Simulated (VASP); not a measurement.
# H3C5 in VASP: notebook, part 2 of 2

VASP 6.6.1. Earlier steps stand in the parts before.

**3. Relaxation of the atoms, LDA**

Contents of INCAR:

```
ALGO = Normal ; EDIFF = 1E-6
EDIFFG = -0.03 ; ENCUT = 520
IBRION = 2 ; ISIF = 2
ISMEAR = 0 ; LASPH = T
LCHARG = F ; LREAL = Auto
LWAVE = F ; NELM = 60
NSW = 80 ; PREC = Accurate
SIGMA = 0.05
```

Contents of KPOINTS:

```
k-points
0
Gamma
  2 2 1
```

Contents of POSCAR:

```
H3C5
1.0
    5.0487420000      0.0000000000      0.0000000000
    0.0000000000      5.0487420000      0.0000000000
    0.0000000000      0.0000000000     16.8355610000
H C
12 20
Selective dynamics
Direct
    0.4277868000      0.0000000000      0.0593981000  F F F
    0.0722132000      0.0000000000      0.0593981000  F F F
    0.9277868000      0.0000000000      0.0593981000  F F F
    0.5722132000      0.0000000000      0.0593981000  F F F
    0.4277868000      0.5000000000      0.0593981000  F F F
    0.0722132000      0.5000000000      0.0593981000  F F F
    0.9277868000      0.5000000000      0.0593981000  F F F
    0.5722132000      0.5000000000      0.0593981000  F F F
    0.2500000000      0.4791182000      0.3466211000  T T T
    0.7500000000      0.4791182000      0.3466211000  T T T
    0.5826320000      0.7078772000      0.3299896000  T T T
    0.4784898000      0.8219946000      0.3299896000  T T T
    0.2500000000      0.0000000000      0.0970980000  F F F
    0.7500000000      0.0000000000      0.0970980000  F F F
    0.2500000000      0.5000000000      0.0970980000  F F F
    0.7500000000      0.5000000000      0.0970980000  F F F
    0.2500000000      0.2500000000      0.1501108000  F F F
    0.7500000000      0.2500000000      0.1501108000  F F F
    0.2500000000      0.7500000000      0.1501108000  F F F
    0.7500000000      0.7500000000      0.1501108000  F F F
    0.0000000000      0.2500000000      0.2031236000  T T T
    0.5000000000      0.2500000000      0.2031236000  T T T
    0.0000000000      0.7500000000      0.2031236000  T T T
    0.5000000000      0.7500000000      0.2031236000  T T T
    0.0000000000      0.0000000000      0.2561364000  T T T
    0.5000000000      0.0000000000      0.2561364000  T T T
    0.0000000000      0.5000000000      0.2561364000  T T T
    0.5000000000      0.5000000000      0.2561364000  T T T
    0.2500000000      0.0969069000      0.3067733000  T T T
    0.7500000000      0.0969069000      0.3067733000  T T T
    0.2500000000      0.4030931000      0.2853900000  T T T
    0.7500000000      0.4030931000      0.2853900000  T T T
```

Potentials or basis: VASP PAW LDA potentials, release 64 (H, C).

Run with:

```bash
$ cat potpaw_LDA.64/H/POTCAR potpaw_LDA.64/C/POTCAR > POTCAR
$ mpirun -np 1 vasp_std > vasp.out
```

OUTCAR:

```text
EDIFF = 1E-6
   EDIFFG = -0.03
   ENCUT = 520
   IBRION = 2
   ISIF = 2
   ISMEAR = 0
   LASPH = T
   LREAL = Auto
   NELM = 60
   NSW = 80
   PREC = Accurate

 ion  position               nearest neighbor table
   1  0.428  0.000  0.059-   4 0.73  13 1.10
   2  0.072  0.000  0.059-   3 0.73  13 1.10
   3  0.928  0.000  0.059-   2 0.73  14 1.10
   4  0.572  0.000  0.059-   1 0.73  14 1.10
   5  0.428  0.500  0.059-   8 0.73  15 1.10
   6  0.072  0.500  0.059-   7 0.73  15 1.10
   7  0.928  0.500  0.059-   6 0.73  16 1.10
   8  0.572  0.500  0.059-   5 0.73  16 1.10
   9  0.250  0.479  0.347-  31 1.10
  10  0.750  0.479  0.347-  32 1.10
  11  0.583  0.708  0.330-  12 0.78
  12  0.478  0.822  0.330-  11 0.78
  13  0.250  0.000  0.097-   1 1.10   2 1.10  17 1.55  19 1.55
  14  0.750  0.000  0.097-   3 1.10   4 1.10  18 1.55  20 1.55
  15  0.250  0.500  0.097-   5 1.10   6 1.10  17 1.55  19 1.55
  16  0.750  0.500  0.097-   7 1.10   8 1.10  18 1.55  20 1.55
  17  0.250  0.250  0.150-  13 1.55  15 1.55  21 1.55  22 1.55
  18  0.750  0.250  0.150-  14 1.55  16 1.55  21 1.55  22 1.55
  19  0.250  0.750  0.150-  13 1.55  15 1.55  23 1.55  24 1.55
  20  0.750  0.750  0.150-  14 1.55  16 1.55  23 1.55  24 1.55
  21  0.000  0.250  0.203-  17 1.55  18 1.55  25 1.55  27 1.55  31 2.03  32 2.03
  22  0.500  0.250  0.203-  17 1.55  18 1.55  26 1.55  28 1.55  31 2.03  32 2.03
  23  0.000  0.750  0.203-  19 1.55  20 1.55  25 1.55  27 1.55
  24  0.500  0.750  0.203-  19 1.55  20 1.55  26 1.55  28 1.55
  25  0.000  0.000  0.256-  21 1.55  23 1.55  29 1.60  30 1.60
  26  0.500  0.000  0.256-  22 1.55  24 1.55  29 1.60  30 1.60
  27  0.000  0.500  0.256-  31 1.44  32 1.44  21 1.55  23 1.55
  28  0.500  0.500  0.256-  31 1.44  32 1.44  22 1.55  24 1.55
  29  0.250  0.097  0.307-  31 1.59  26 1.60  25 1.60
  30  0.750  0.097  0.307-  32 1.59  26 1.60  25 1.60
  31  0.250  0.403  0.285-   9 1.10  27 1.44  28 1.44  29 1.59  22 2.03  21 2.03
  32  0.750  0.403  0.285-  10 1.10  27 1.44  28 1.44  30 1.59  22 2.03  21 2.03

  LATTYP: Found a simple tetragonal cell.
 ALAT       =     5.0487420000
 C/A-ratio  =     3.3346051353

  Lattice vectors:

[... 227 lines left out ...]
 Free energy of the ion-electron system (eV)
  ---------------------------------------------------
  ext. energy  EPLUGINS =         0.00000000
  ---------------------------------------------------
  free energy    TOTEN  =      -218.31328760 eV

  energy without entropy =     -218.28383457  energy(sigma->0) =     -218.29856109

------------------------ aborting loop because EDIFF is reached ----------------------------------------

  FORCE on cell =-STRESS in cart. coord.  units (eV):
  Direction    XX          YY          ZZ          XY          YZ          ZX
  --------------------------------------------------------------------------------------
  -------------------------------------------------------------------------------------
  Total       74.0007957     -7.6539739     10.8266117     -0.3778925      1.9464527     -0.2035746
  in kB      276.2822750    -28.5761429     40.4211992     -1.4108632      7.2670892     -0.7600464
  external PRESSURE =      96.0424438 kB  Pullay stress =       0.0000000 kB
[... 179 lines left out ...]
  FREE ENERGIE OF THE ION-ELECTRON SYSTEM (eV)
  ---------------------------------------------------
  free  energy   TOTEN  =      -222.4567779476 eV

  energy  without entropy=     -222.4489614485  energy(sigma->0) =     -222.45286970

[... ionic steps 4 to 70 ...]

--------------------------------------- Ionic step       71  -------------------------------------------

 number of electron      92.0000007 magnetization

------------------------ aborting loop because EDIFF is reached ----------------------------------------
[... 127 lines left out ...]
--------------------------------------- Ionic step       73  -------------------------------------------

 number of electron      92.0000007 magnetization

 Free energy of the ion-electron system (eV)
  ---------------------------------------------------
  ext. energy  EPLUGINS =         0.00000000
  ---------------------------------------------------
  free energy    TOTEN  =      -231.02716277 eV

  energy without entropy =     -231.02716277  energy(sigma->0) =     -231.02716277

 E-fermi :   1.2327     XC(G=0):  -5.3422

 val. band max:        0.9290574579   @ k =   0.0000   0.5000   0.0000
 cond. band min:       2.9353254179   @ k =   0.0000   0.0000   0.0000
 fundamental gap:      2.0062679600
 Fermi energy:         1.2326500040

 k-point     1 :       0.0000    0.0000    0.0000
  band No.  band energies     occupation
      1     -20.2007      2.00000
      2     -17.9179      2.00000
      3     -15.9800      2.00000
      4     -15.5961      2.00000
      5     -15.5325      2.00000
      6     -15.5272      2.00000
[... 233 lines left out ...]
     57       6.5821      0.00000
     58       6.5830      0.00000
 [bands above 58 left out]

------------------------ aborting loop because EDIFF is reached ----------------------------------------

  FORCE on cell =-STRESS in cart. coord.  units (eV):
  Direction    XX          YY          ZZ          XY          YZ          ZX
  --------------------------------------------------------------------------------------
  -------------------------------------------------------------------------------------
  Total       63.5258968    -15.9395642     -6.3977308      0.0030590     -0.1011405     -0.0995265
  in kB      237.1741969    -59.5104285    -23.8859542      0.0114210     -0.3776084     -0.3715825
  external PRESSURE =      51.2592714 kB  Pullay stress =       0.0000000 kB
[... 47 lines left out ...]
  FREE ENERGIE OF THE ION-ELECTRON SYSTEM (eV)
  ---------------------------------------------------
  free  energy   TOTEN  =      -231.0271627680 eV

  energy  without entropy=     -231.0271627680  energy(sigma->0) =     -231.02716277

 reached required accuracy - stopping structural energy minimisation
```

OSZICAR:

```text
N       E                     dE             d eps       ncg     rms          rms(c)
[... 659 lines left out ...]
DAV:   5    -0.230927318940E+03    0.32953E-05   -0.18590E-05   584   0.208E-02    0.763E-03
DAV:   6    -0.230927319403E+03   -0.46333E-06   -0.71941E-06   584   0.115E-02
  47 F= -.23092732E+03 E0= -.23092732E+03  d E =-.513724E-01
       N       E                     dE             d eps       ncg     rms          rms(c)
DAV:   1    -0.230961831860E+03   -0.34513E-01   -0.28195E+00   504   0.702E+00    0.377E-01
DAV:   2    -0.230964769160E+03   -0.29373E-02   -0.45292E-02   632   0.840E-01    0.252E-01
DAV:   3    -0.230963970136E+03    0.79902E-03   -0.27542E-03   641   0.242E-01    0.852E-02
DAV:   4    -0.230963972558E+03   -0.24226E-05   -0.66935E-04   577   0.102E-01    0.300E-02
DAV:   5    -0.230963960114E+03    0.12444E-04   -0.65005E-05   640   0.364E-02    0.135E-02
DAV:
```

CONTCAR:

```text
H3C5
   1.00000000000000
     5.0487419999999998    0.0000000000000000    0.0000000000000000
     0.0000000000000000    5.0487419999999998    0.0000000000000000
     0.0000000000000000    0.0000000000000000   16.8355609999999984
  H               C
    12    20
Selective dynamics
Direct
     0.4277867999999998    0.0000000000000000    0.0593981000000028   F   F   F
     0.0722132000000002    0.0000000000000000    0.0593981000000028   F   F   F
     0.9277867999999998    0.0000000000000000    0.0593981000000028   F   F   F
     0.5722132000000002    0.0000000000000000    0.0593981000000028   F   F   F
     0.4277867999999998    0.5000000000000000    0.0593981000000028   F   F   F
     0.0722132000000002    0.5000000000000000    0.0593981000000028   F   F   F
     0.9277867999999998    0.5000000000000000    0.0593981000000028   F   F   F
     0.5722132000000002    0.5000000000000000    0.0593981000000028   F   F   F
     0.2500094341548080    0.4966513954674605    0.3636364263857877   T   T   T
     0.7506031582904424    0.4954616162065692    0.3637519968125618   T   T   T
     0.7511629306811966    0.0041330549981178    0.3637062029289539   T   T   T
     0.2496933310310533    0.0053088566022736    0.3637688765066877   T   T   T
     0.2500000000000000    0.0000000000000000    0.0970980000000026   F   F   F
     0.7500000000000000    0.0000000000000000    0.0970980000000026   F   F   F
     0.2500000000000000    0.5000000000000000    0.0970980000000026   F   F   F
     0.7500000000000000    0.5000000000000000    0.0970980000000026   F   F   F
     0.2500000000000000    0.2500000000000000    0.1501108000000002   F   F   F
[... 46 lines left out ...]
  0.00000000E+00  0.00000000E+00  0.00000000E+00
  0.00000000E+00  0.00000000E+00  0.00000000E+00
```

It took 2.3 h on 1 thread of Oxide Virtual Turin-like, shared host; peak memory 0.37 GiB.

What came out:

- Free energy: -231.0272 eV
- Energy gained by relaxing: 397.3 meV/atom
- Ionic steps: 73
- Band gap on the k mesh: 2.01 eV (least direct gap 2.04 eV)

The path:
```
step  energy change (eV)  largest force on free atoms (eV/Å)  pressure (GPa)
   1              0.0000                              9.9245            9.60
   3             -4.1435                              7.1325            9.69
   5             -5.4744                              2.7469            9.28
   7             -6.1351                              1.7702            8.42
   9             -6.5146                              1.4542            7.84
  11             -6.9355                              2.0909            6.35
  13             -7.3161                              1.5535            4.87
  15             -7.6228                              1.2111            4.03
  17             -7.7355                              0.9714            3.92
  19             -7.8474                              1.1236            4.14
  21             -7.9930                              1.0204            4.47
  23             -8.1940                              1.0697            4.68
  25             -8.3243                              1.3475            4.76
  27             -8.5012                              1.9845            4.75
  29             -8.9539                              3.4464            4.69
  31             -9.2496                              3.9934            4.76
  33            -10.2530                              3.9723            4.85
  35            -10.6451                              3.1426            5.25
  37            -11.2789                              4.4074            5.45
  39            -11.8580                              2.4352            5.38
  41            -12.2874                              1.8595            5.09
  43            -12.4701                              1.2419            4.96
  45            -12.5627                              0.6861            5.06
  47            -12.6140                              0.7789            5.14
  49            -12.6545                              0.4414            5.10
  51            -12.6785                              0.5272            5.08
  53            -12.6917                              0.3237            5.10
  55            -12.6990                              0.1755            5.10
  57            -12.7028                              0.1996            5.08
  59            -12.7060                              0.2340            5.12
  61            -12.7090                              0.1659            5.18
  63            -12.7108                              0.0837            5.16
  65            -12.7122                              0.0715            5.14
  67            -12.7130                              0.0453            5.14
  69            -12.7134                              0.0464            5.14
  71            -12.7137                              0.0321            5.13
  73            -12.7139                              0.0268            5.13
```

Final structure:
```xyz
32
Lattice="5.0487 0.0000 0.0000 0.0000 5.0487 0.0000 0.0000 0.0000 16.8356" Properties=species:S:1:pos:R:3 pbc="T T T"
H     2.1598    0.0000    1.0000
H     0.3646    0.0000    1.0000
H     4.6842    0.0000    1.0000
H     2.8890    0.0000    1.0000
H     2.1598    2.5244    1.0000
H     0.3646    2.5244    1.0000
H     4.6842    2.5244    1.0000
H     2.8890    2.5244    1.0000
H     1.2622    2.5075    6.1220
H     3.7896    2.5015    6.1240
H     3.7924    0.0209    6.1232
H     1.2606    0.0268    6.1243
C     1.2622    0.0000    1.6347
C     3.7866    0.0000    1.6347
C     1.2622    2.5244    1.6347
C     3.7866    2.5244    1.6347
C     1.2622    1.2622    2.5272
C     3.7866    1.2622    2.5272
C     1.2622    3.7866    2.5272
C     3.7866    3.7866    2.5272
C     0.0006    1.2623    3.3393
C     2.5245    1.2624    3.3401
C     0.0005    3.7869    3.4766
C     2.5246    3.7871    3.4778
C     0.0008    0.0869    4.3034
C     2.5251    0.0869    4.3044
C     0.0008    2.4393    4.3027
C     2.5253    2.4393    4.3038
C     1.2628    0.4528    5.1043
C     3.7879    0.4514    5.1040
C     1.2626    2.0755    5.1037
C     3.7876    2.0743    5.1038
```

Levels at points of the mesh, in eV from the valence-band top:
| k point | band 42 | band 43 | band 44 | band 45 | band 46 | band 47 | band 48 | band 49 | band 50 | band 51 |
| --- | --- | --- | --- | --- | --- | --- | --- | --- | --- | --- |
| (0.00, 0.00, 0.00) | -2.72 | -2.56 | -2.39 | -0.46 | -0.04 | 2.01 | 2.20 | 3.52 | 3.90 | 3.98 |
| (0.50, 0.00, 0.00) | -3.41 | -2.32 | -2.32 | -2.16 | -2.16 | 3.07 | 3.08 | 3.32 | 3.32 | 4.47 |
| (0.00, 0.50, 0.00) | -3.37 | -2.78 | -2.42 | -0.21 | 0.00 | 2.97 | 2.99 | 3.22 | 3.57 | 3.74 |
| (0.50, 0.50, 0.00) | -3.77 | -2.96 | -2.96 | -2.44 | -2.44 | 3.94 | 3.94 | 3.97 | 3.97 | 4.08 |

Caveat: the k points lie up to 0.62 Å⁻¹ apart; there is no dipole correction, which matters where the two faces differ.
